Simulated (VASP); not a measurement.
# LiSb2 (I4/mmm) in VASP: further runs

The runs below take LiSb2 through single point, relaxation of cell and atoms, with PBE.

All numbers are computed with VASP 6.6.1; they aren't measurements. Logs are shortened: lines on timing, memory, paths and dates and some standing lists are left out, and cuts for length are marked.

### Step 1. The cell of the first run

It takes space group I4/mmm (No. 139, tetragonal). The conventional cell has a = 4.084 Å, b = 4.084 Å, c = 9.031 Å, α = 90.00°, β = 90.00°, γ = 90.00°. Li (site symmetry 4/mmm) has 10 Sb at 2.95 to 3.29 Å within 3.9 Å. Sb (site symmetry 4mm) has 5 Li at 2.95 to 3.29 Å and 5 Sb at 3.14 to 3.20 Å within 3.9 Å.

The cell was generated, and may not be a known phase.

### Step 2. Single point, PBE

The input, INCAR:

```
SYSTEM = LiSb2
ALGO     = Normal         ! electronic algorithm
EDIFF    = 1E-6           ! SCF threshold, eV
ENCUT    = 520            ! plane-wave cutoff, eV
GGA      = PE             ! functional
ISIF     = 2              ! what is computed and relaxed
ISMEAR   = 0              ! smearing method
LASPH    = .TRUE.         ! aspherical terms in the spheres
LCHARG   = .TRUE.         ! write CHGCAR
LELF     = .TRUE.         ! ELF
LREAL    = .FALSE.        ! projectors in reciprocal space
LVHAR    = .TRUE.       
LWAVE    = .FALSE.        ! write WAVECAR
NBANDS   = 14             ! bands
NELM     = 80             ! most SCF steps
PREC     = Accurate       ! precision mode
SIGMA    = 0.1            ! smearing width, eV
```

The input, KPOINTS:

```
k-points
0
G
  4 4 4
  0 0 0
```

The input, POSCAR:

```
LiSb2
1.0
   -2.0418494933      2.0417714432      4.5156011033
    2.0418494933     -2.0417714432      4.5156011033
    2.0418494933      2.0417714432     -4.5156011033
Li Sb
1 2
Direct
    0.5000000000      0.0000000000      0.5000000000
    0.1737993939      0.6737993939      0.5000000000
    0.8262006061      0.3262006061      0.5000000000
```

Potentials or basis: VASP PAW PBE potentials, release 64 (Li_sv, Sb).

Started as:

```console
$ cat potpaw_PBE.64/Li_sv/POTCAR potpaw_PBE.64/Sb/POTCAR > POTCAR
$ mpirun -np 1 vasp_std > vasp.out
```

OUTCAR:

```text
SYSTEM = LiSb2
   EDIFF = 1E-6
   ENCUT = 520
   GGA = PE
   ISIF = 2
   ISMEAR = 0
   LASPH = .TRUE.
   LREAL = .FALSE.
   NELM = 80
   PREC = Accurate

 ion  position               nearest neighbor table
   1  0.500  0.000  0.500-   2 2.95   3 2.95
   2  0.174  0.674  0.500-   1 2.95   3 3.14   3 3.20   3 3.20   3 3.20   3 3.20
   3  0.826  0.326  0.500-   1 2.95   2 3.14   2 3.20   2 3.20   2 3.20   2 3.20

  LATTYP: Found a body centered orthorhombic cell.
 ALAT       =     4.0835428864
 B/A-ratio  =     1.0000382267
 C/A-ratio  =     2.2116094915

  Lattice vectors:

 A1 = (   2.0418494933,  -2.0417714432,  -4.5156011033)
 A2 = (  -2.0418494933,   2.0417714432,  -4.5156011033)
 A3 = (   2.0418494933,   2.0417714432,   4.5156011033)

Analysis of symmetry for initial positions (statically):
=====================================================================
 Subroutine PRICEL returns:
 Original cell was already a primitive cell.

 Routine SETGRP: Setting up the symmetry group for a
 body centered orthorhombic supercell.

 Subroutine GETGRP returns: Found  8 space group operations
 (whereof  8 operations were pure point group operations)
 out of a pool of  8 trial point group operations.

The static configuration has the point symmetry D_2h.

Analysis of symmetry for dynamics (positions and initial velocities):
=====================================================================
 Subroutine PRICEL returns:
 Original cell was already a primitive cell.

 Routine SETGRP: Setting up the symmetry group for a
 body centered orthorhombic supercell.

 Subroutine GETGRP returns: Found  8 space group operations
 (whereof  8 operations were pure point group operations)
 out of a pool of  8 trial point group operations.

The dynamic configuration has the point symmetry D_2h.

 Subroutine INISYM returns: Found  8 space group operations
 (whereof  8 operations are pure point group operations),
 and found     1 'primitive' translations

----------------------------------------------------------------------------------------

                                     Primitive cell

  volume of cell :      75.3020

  direct lattice vectors                    reciprocal lattice vectors
    -2.041849493  2.041771443  4.515601103     0.000000000  0.244885392  0.110727230
     2.041849493 -2.041771443  4.515601103     0.244876031  0.000000000  0.110727230
     2.041849493  2.041771443 -4.515601103     0.244876031  0.244885392  0.000000000

[... 89 lines left out ...]
   NELECT =      13.0000    total number of electrons
   NUPDOWN=      -1.0000    fix difference up-down
   EMIN   =  10.00;   EMAX   =-10.00  energy-range for DOS
   EFERMI =   0.00;   METHOD = LEGACY
   ISMEAR =     0;   SIGMA  =   0.10  broadening in eV -4-tet -1-fermi 0-gaus
   EFERMI_NEDOS =   21; number of points for ismear=-14 and -15
   IALGO  =     38    algorithm
   IMIX   =      4    mixing-type and parameters
     AMIX     =   0.40;   BMIX     =  1.00
     AMIX_MAG =   1.60;   BMIX_MAG =  1.00
  volume/ion in A,a.u.               =      25.10       169.39
  Fermi-wavevector in a.u.,A,eV,Ry     =   0.911564  1.722606 11.305745  0.830949
  Thomas-Fermi vector in A             =   2.035858
   LORBIT       =      0    0 simple, 1 ext, 2 COOP (PROOUT), +10 PAW based schemes
   GGA     = PE    functional components
   LHFCALC =     F    Hartree Fock is set to
   AEXX    =    0.0000 exact exchange contribution
   IVDW    =     0    specifies the selected vdW correction
   LEPSILON=     F    determine dielectric tensor
   LRPA    =     F    only Hartree local field effects (RPA)
 non-spin polarized calculation
 Gauss-broadening in eV      SIGMA  =   0.10
  energy-cutoff  :      520.00
  volume of cell :       75.30
 maximum number of plane-waves:      2056
   NGX = 19   NGY = 19   NGZ = 19

 number of electron      13.0000003 magnetization

 Free energy of the ion-electron system (eV)
  ---------------------------------------------------
  ext. energy  EPLUGINS =         0.00000000
  ---------------------------------------------------
  free energy    TOTEN  =       -10.45809996 eV

  energy without entropy =      -10.45252677  energy(sigma->0) =      -10.45531337

 E-fermi :   6.2321     XC(G=0):  -9.2478

 val. band max:        6.1592162568   @ k =  -0.2500   0.2500   0.2500
 cond. band min:       6.2498327999   @ k =   0.2500   0.2500   0.2500
 fundamental gap:      0.0906165431
 Fermi energy:         6.2321137637

 k-point     1 :       0.0000    0.0000    0.0000
  band No.  band energies     occupation
      1     -40.8499      2.00000
      2      -5.6757      2.00000
      3       0.0685      2.00000
      4       3.1730      2.00000
      5       4.7132      2.00000
      6       4.7137      2.00000
      7       5.2275      2.00000
      8       7.5109      0.00000
      9       7.5113      0.00000
     10       9.9287      0.00000
     11      10.0997      0.00000
     12      11.5271      0.00000
     13      13.0385      0.00000
     14      13.0385      0.00000
[... 275 lines left out ...]
      1     -40.8499      2.00000
      2      -4.8999      2.00000
      3      -2.5255      2.00000
      4       3.8809      2.00000
      5       3.8815      2.00000
      6       3.9952      2.00000
      7       8.7302      0.00000
      8       9.0126      0.00000
      9      10.0573      0.00000
     10      10.0575      0.00000
     11      11.7921      0.00000
     12      13.1716      0.00000
     13      13.3016      0.00000
     14      13.3021      0.00000

------------------------ aborting loop because EDIFF is reached ----------------------------------------

  FORCE on cell =-STRESS in cart. coord.  units (eV):
  Direction    XX          YY          ZZ          XY          YZ          ZX
  --------------------------------------------------------------------------------------
  -------------------------------------------------------------------------------------
  Total       -0.0339095     -0.0328900      0.0441313     -0.0000000      0.0000000      0.0000000
  in kB       -0.7214829     -0.6997906      0.9389688     -0.0000000      0.0000000      0.0000000
  external PRESSURE =      -0.1607683 kB  Pullay stress =       0.0000000 kB

 VOLUME and BASIS-vectors are now :
 -----------------------------------------------------------------------------
  energy-cutoff  :      520.00
  volume of cell :       75.30
      direct lattice vectors                 reciprocal lattice vectors
    -2.041849493  2.041771443  4.515601103     0.000000000  0.244885392  0.110727230
     2.041849493 -2.041771443  4.515601103     0.244876031  0.000000000  0.110727230
     2.041849493  2.041771443 -4.515601103     0.244876031  0.244885392  0.000000000

 POSITION                                       TOTAL-FORCE (eV/Angst)
 -----------------------------------------------------------------------------------
      0.00000      2.04177      0.00000         0.000000      0.000000     -0.000000
      2.04185      0.00000      1.56962         0.000000     -0.000000     -0.004060
      0.00000      2.04177      2.94598        -0.000000      0.000000      0.004060
 -----------------------------------------------------------------------------------
    total drift:                               -0.000000     -0.000000     -0.000000

  FREE ENERGIE OF THE ION-ELECTRON SYSTEM (eV)
  ---------------------------------------------------
  free  energy   TOTEN  =       -10.4580999601 eV

  energy  without entropy=      -10.4525267717  energy(sigma->0) =      -10.45531337
```

OSZICAR:

```text
N       E                     dE             d eps       ncg     rms          rms(c)
DAV:   1     0.501585537630E+02    0.50159E+02   -0.46346E+03   504   0.767E+02
DAV:   2    -0.478890117164E+01   -0.54947E+02   -0.51828E+02   656   0.157E+02
DAV:   3    -0.103465272553E+02   -0.55576E+01   -0.54896E+01   972   0.384E+01
DAV:   4    -0.104652511820E+02   -0.11872E+00   -0.11868E+00   640   0.680E+00
DAV:   5    -0.104682676523E+02   -0.30165E-02   -0.30161E-02   760   0.777E-01    0.277E+00
DAV:   6    -0.104604970388E+02    0.77706E-02   -0.50402E-03   590   0.419E-01    0.160E+00
DAV:   7    -0.104580296202E+02    0.24674E-02   -0.92021E-03   576   0.532E-01    0.829E-02
DAV:   8    -0.104580894742E+02   -0.59854E-04   -0.72283E-04   756   0.187E-01    0.208E-02
DAV:   9    -0.104581028728E+02   -0.13399E-04   -0.33544E-05   674   0.390E-02    0.113E-02
DAV:  10    -0.104581007049E+02    0.21679E-05   -0.25988E-06   618   0.967E-03    0.346E-03
DAV:  11    -0.104580999601E+02    0.74475E-06   -0.25485E-07   318   0.322E-03
   1 F= -.10458100E+02 E0= -.10455313E+02  d E =-.557319E-02
```

Wall time 40 s (1 thread of Intel Xeon 8259CL, shared host); peak memory 0.23 GiB.

Results:

- Free energy: -10.4581 eV
- Largest force: 0.004 eV/Å
- Band gap on the k mesh: zero (an odd number of electrons rules out a gap without spin polarisation)

Forces on the atoms (eV/Å):
```
Li   0.000  0.000  0.000
Sb   0.000  0.000 -0.004
Sb   0.000  0.000  0.004
```

Caveat: the k points lie up to 0.42 Å⁻¹ apart, too coarse for converged energies and pressures of a metal; the cutoff is under 1.25 times the usual one of these potentials, so pressure, stress and relaxed cells hold a basis-set (Pulay) error; spin-orbit coupling is left out, which moves the levels of the heavy elements.

### Step 3. Single point, PBE

This run uses another cell than the first one, of 25.46 Å³/atom.

The input, INCAR:

```
SYSTEM = LiSb2
PREC = Accurate
ENCUT = 520
EDIFF = 1E-7
ISMEAR = 0
SIGMA = 0.1
LREAL = .FALSE.
LASPH = .TRUE.
NELM = 80
ALGO = Normal
ISIF = 2
LWAVE = .FALSE.
LCHARG = .FALSE.
GGA = PE
NBANDS = 14
```

The input, KPOINTS:

```
Automatic mesh
0
G
  6 6 6
  0 0 0
```

The input, POSCAR:

```
LiSb2
1.0
   -1.9848067465      1.9848067465      4.8462640784
    1.9848067465     -1.9848067465      4.8462640784
    1.9848067465      1.9848067465     -4.8462640784
Li Sb
1 2
Direct
    0.5000000000      0.5000000000      0.0000000000
    0.1823698612      0.1823698612      0.0000000000
    0.8176301388      0.8176301388      0.0000000000
```

Potentials or basis: VASP PAW PBE potentials, release 64 (Li_sv, Sb).

Started as:

```console
$ cat potpaw_PBE.64/Li_sv/POTCAR potpaw_PBE.64/Sb/POTCAR > POTCAR
$ mpirun -np 1 vasp_std > vasp.out
```

OUTCAR:

```text
SYSTEM = LiSb2
   PREC = Accurate
   ENCUT = 520
   EDIFF = 1E-7
   ISMEAR = 0
   LREAL = .FALSE.
   LASPH = .TRUE.
   NELM = 80
   ISIF = 2
   GGA = PE

 ion  position               nearest neighbor table
   1  0.500  0.500  0.000-   2 3.08   3 3.08
   2  0.182  0.182  0.000-   1 3.08   3 3.10   3 3.10   3 3.10   3 3.10   3 3.54
   3  0.818  0.818  0.000-   1 3.08   2 3.10   2 3.10   2 3.10   2 3.10   2 3.54

  LATTYP: Found a body centered tetragonal cell.
 ALAT       =     3.9696134930
 C/A-ratio  =     2.4416805752

  Lattice vectors:

 A1 = (  -1.9848067465,   1.9848067465,   4.8462640784)
 A2 = (   1.9848067465,  -1.9848067465,   4.8462640784)
 A3 = (   1.9848067465,   1.9848067465,  -4.8462640784)

Analysis of symmetry for initial positions (statically):
=====================================================================
 Subroutine PRICEL returns:
 Original cell was already a primitive cell.

 Routine SETGRP: Setting up the symmetry group for a
 body centered tetragonal supercell.

 Subroutine GETGRP returns: Found 16 space group operations
 (whereof 16 operations were pure point group operations)
 out of a pool of 16 trial point group operations.

The static configuration has the point symmetry D_4h.

Analysis of symmetry for dynamics (positions and initial velocities):
=====================================================================
 Subroutine PRICEL returns:
 Original cell was already a primitive cell.

 Routine SETGRP: Setting up the symmetry group for a
 body centered tetragonal supercell.

 Subroutine GETGRP returns: Found 16 space group operations
 (whereof 16 operations were pure point group operations)
 out of a pool of 16 trial point group operations.

The dynamic configuration has the point symmetry D_4h.

 Subroutine INISYM returns: Found 16 space group operations
 (whereof 16 operations are pure point group operations),
 and found     1 'primitive' translations

----------------------------------------------------------------------------------------

[... 128 lines left out ...]
  volume of cell :       76.37
 maximum number of plane-waves:      2098
 NGX is ok and might be reduce to    42
   NGX = 21   NGY = 21   NGZ = 21

 number of electron      13.0000006 magnetization

 Free energy of the ion-electron system (eV)
  ---------------------------------------------------
  ext. energy  EPLUGINS =         0.00000000
  ---------------------------------------------------
  free energy    TOTEN  =       -10.54039810 eV

  energy without entropy =      -10.53116904  energy(sigma->0) =      -10.53578357

 E-fermi :   6.2365     XC(G=0):  -9.1658

 val. band max:        6.1478388945   @ k =   0.3333   0.3333   0.0000
 cond. band min:       6.2685573588   @ k =   0.5000   0.3333   0.0000
 fundamental gap:      0.1207184643
 Fermi energy:         6.2365281585

 k-point     1 :       0.0000    0.0000    0.0000
  band No.  band energies     occupation
      1     -41.0603      2.00000
      2      -5.9353      2.00000
      3      -0.2615      2.00000
      4       3.3989      2.00000
      5       4.4163      2.00000
      6       4.4163      2.00000
      7       4.8652      2.00000
      8       8.1787      0.00000
      9       8.1787      0.00000
     10       9.7804      0.00000
     11       9.9879      0.00000
     12      11.7856      0.00000
     13      13.4404      0.00000
     14      13.4404      0.00000
[... 377 lines left out ...]
      1     -41.0602      2.00000
      2      -5.5154      2.00000
      3      -1.3621      2.00000
      4       2.3651      2.00000
      5       4.4439      2.00000
      6       4.9495      2.00000
      7       6.3796      0.04307
      8       7.8867      0.00000
      9       8.8539      0.00000
     10      10.5370      0.00000
     11      11.2834      0.00000
     12      12.1030      0.00000
     13      12.3245      0.00000
     14      13.1519      0.00000

 [... further k-points ...]

------------------------ aborting loop because EDIFF is reached ----------------------------------------

  FORCE on cell =-STRESS in cart. coord.  units (eV):
  Direction    XX          YY          ZZ          XY          YZ          ZX
  --------------------------------------------------------------------------------------
  -------------------------------------------------------------------------------------
  Total       -0.0163065     -0.0163065      0.0676206      0.0000000     -0.0000000      0.0000000
  in kB       -0.3421111     -0.3421111      1.4186848      0.0000000     -0.0000000      0.0000000
  external PRESSURE =       0.2448209 kB  Pullay stress =       0.0000000 kB

 VOLUME and BASIS-vectors are now :
 -----------------------------------------------------------------------------
  energy-cutoff  :      520.00
  volume of cell :       76.37
      direct lattice vectors                 reciprocal lattice vectors
    -1.984806747  1.984806747  4.846264078     0.000000000  0.251913694  0.103172256
     1.984806747 -1.984806747  4.846264078     0.251913694  0.000000000  0.103172256
     1.984806747  1.984806747 -4.846264078     0.251913694  0.251913694  0.000000000

 POSITION                                       TOTAL-FORCE (eV/Angst)
 -----------------------------------------------------------------------------------
      0.00000      0.00000      4.84626        -0.000000     -0.000000      0.000000
      0.00000      0.00000      1.76763         0.000000      0.000000      0.035392
      0.00000      0.00000      7.92490        -0.000000     -0.000000     -0.035392
 -----------------------------------------------------------------------------------
    total drift:                               -0.000000     -0.000000      0.000000

  FREE ENERGIE OF THE ION-ELECTRON SYSTEM (eV)
  ---------------------------------------------------
  free  energy   TOTEN  =       -10.5403981001 eV

  energy  without entropy=      -10.5311690436  energy(sigma->0) =      -10.53578357
```

OSZICAR:

```text
N       E                     dE             d eps       ncg     rms          rms(c)
DAV:   1     0.457869887280E+02    0.45787E+02   -0.45874E+03   840   0.759E+02
DAV:   2    -0.511359253585E+01   -0.50901E+02   -0.48360E+02  1062   0.147E+02
DAV:   3    -0.104461212097E+02   -0.53325E+01   -0.52319E+01  1596   0.360E+01
DAV:   4    -0.105482441121E+02   -0.10212E+00   -0.10206E+00  1074   0.625E+00
DAV:   5    -0.105510173504E+02   -0.27732E-02   -0.27729E-02  1308   0.778E-01    0.289E+00
DAV:   6    -0.105436324254E+02    0.73849E-02   -0.32853E-03   976   0.381E-01    0.169E+00
DAV:   7    -0.105403026879E+02    0.33297E-02   -0.66106E-03   918   0.512E-01    0.894E-02
DAV:   8    -0.105403847635E+02   -0.82076E-04   -0.82308E-04  1334   0.183E-01    0.332E-02
DAV:   9    -0.105403993020E+02   -0.14538E-04   -0.34592E-05  1014   0.409E-02    0.769E-03
DAV:  10    -0.105403990559E+02    0.24609E-06   -0.29096E-06  1254   0.106E-02    0.229E-03
DAV:  11    -0.105403981151E+02    0.94079E-06   -0.22118E-07  1020   0.296E-03    0.444E-04
DAV:  12    -0.105403981001E+02    0.15012E-07   -0.21905E-08   582   0.948E-04
   1 F= -.10540398E+02 E0= -.10535784E+02  d E =-.922906E-02
```

Wall time 60 s (1 thread of Intel Xeon 8259CL, shared host); peak memory 0.25 GiB.

What came out:

- Free energy: -10.5404 eV
- Largest force: 0.035 eV/Å
- Band gap on the k mesh: zero (an odd number of electrons rules out a gap without spin polarisation)

Forces on the atoms (eV/Å):
```
Li   0.000  0.000  0.000
Sb   0.000  0.000  0.035
Sb   0.000  0.000 -0.035
```

Levels at points of the mesh, in eV from the Fermi level:
```tsv
k point	band 4	band 5	band 6	band 7	band 8	band 9
(0.00, 0.00, 0.00)	-2.84	-1.82	-1.82	-1.37	1.94	1.94
(0.50, 0.00, 0.00)	-4.11	-3.09	0.09	0.48	1.24	1.97
(0.50, 0.50, 0.00)	-5.27	-4.76	-2.37	-1.09	-0.20	1.66
(0.50, 0.50, 0.50)	-2.27	-2.27	-2.17	1.47	2.84	3.84
```

Caveat: the cutoff is under 1.25 times the usual one of these potentials, so pressure, stress and relaxed cells hold a basis-set (Pulay) error; spin-orbit coupling is left out, which moves the levels of the heavy elements.

(Part 1 of 2 ends here.)

The gap in the log of VASP goes by the Fermi energy; the results here count the filled bands.